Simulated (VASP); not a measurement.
SiO2:

```
Si O
1.0
     4.18519    0.00000    0.00000
     0.00000    4.18519    0.00000
     0.00000    0.00000    2.66884
Si O
2 4
Direct
  0.00000 0.00000 0.00000
  0.50000 0.50000 0.50000
  0.30610 0.30610 0.00000
  0.19390 0.80610 0.50000
  0.80610 0.19390 0.50000
  0.69390 0.69390 0.00000
```

Base run:

```yaml
Program: VASP 6.6.1
Functional: r2SCAN
Potentials_or_basis: VASP PAW PBE potentials, release 64 (Si, O)
Cutoff: 520 eV
k_mesh: 6 × 6 × 10
Occupations: gaussian, width 0.01 eV
Spin: no spin polarisation
```

Its results: band gap on the k mesh 6.51 eV, direct; pressure 0.4 GPa; largest force 0.021 eV/Å.

**Question.** The run is repeated on the same cell with these changes: functional from r2SCAN to PBE; further incar settings from ALGO = Normal; EDIFF = 1e-06; NBANDS = 25 to ALGO = Normal; EDIFF = 1e-07; NBANDS = 25. What comes out?

**Answer.** Band gap on the k mesh 5.54 eV, direct; pressure 9.8 GPa; largest force 0.100 eV/Å.

Caveats: the PAW data sets were made with another functional, which shifts forces and pressure a little (some runs).

A k mesh can miss the band edges.
